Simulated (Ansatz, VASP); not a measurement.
# Two plane-wave programs on TaN

File INCAR:

```
ALGO     = Normal         # electronic algorithm
EDIFF    = 1E-6           # SCF threshold, eV
ENCUT    = 700            # plane-wave cutoff, eV
GGA      = PS             # functional
GGA_COMPAT= False        
ISIF     = 2              # what is computed and relaxed
ISMEAR   = -1             # smearing method
LASPH    = True           # aspherical terms in the spheres
LCHARG   = False          # write CHGCAR
LREAL    = False          # projectors in reciprocal space
LWAVE    = False          # write WAVECAR
NBANDS   = 16             # bands
NELM     = 120            # most SCF steps
PREC     = Accurate       # precision mode
SIGMA    = 0.1            # smearing width, eV
```

KPOINTS

```
k-points
0
Gamma
  13 13 13
```

File POSCAR:

```
TaN
1.0
    0.0000000000      2.1790000000      2.1790000000
    2.1790000000      0.0000000000      2.1790000000
    2.1790000000      2.1790000000      0.0000000000
Ta N
1 1
Direct
    0.5000000000      0.5000000000      0.5000000000
    0.0000000000      0.0000000000      0.0000000000
```

Input for Ansatz:

```yaml
crystal:
  lattice:
    - [0.0, 2.179, 2.179]
    - [2.179, 0.0, 2.179]
    - [2.179, 2.179, 0.0]
  atoms:
    - { symbol: Ta, position: [0.5, 0.5, 0.5] }
    - { symbol: "N", position: [0.0, 0.0, 0.0] }
kpoints:
  mp_grid:
    grid: [13, 13, 13]
hamiltonian:
  xc: pbesol
  pseudopotentials:
    kind: paw
scf:
  convergence:
    dr2_threshold: 1.0e-09
  occupations:
    method: fermi_dirac
output:
  stress: true
```

Alike in both runs: task single point; functional PBEsol; k mesh 13 × 13 × 13; no spin polarisation.

|  | VASP | Ansatz |
| --- | --- | --- |
| version | VASP 6.6.1 | Ansatz 0.2.0 |
| potentials or method | VASP PAW PBE potentials, release 64 (Ta_sv_GW, N) | plane waves, PAW |
| plane-wave cutoff (eV) | 700 | 420 |
| occupations | fermi-dirac, width 0.1 eV | fermi-dirac |
| valence electrons in the cell | 18 | 18 |

|  | VASP | Ansatz | Ansatz less VASP |
| --- | --- | --- | --- |
| pressure (GPa) | 4.5 | 4.5 | -0.04 |

VASP's potentials were made for PBE, not for PBEsol. Ansatz's warnings: stress scf threshold loose.

Neither program's run includes spin-orbit coupling.
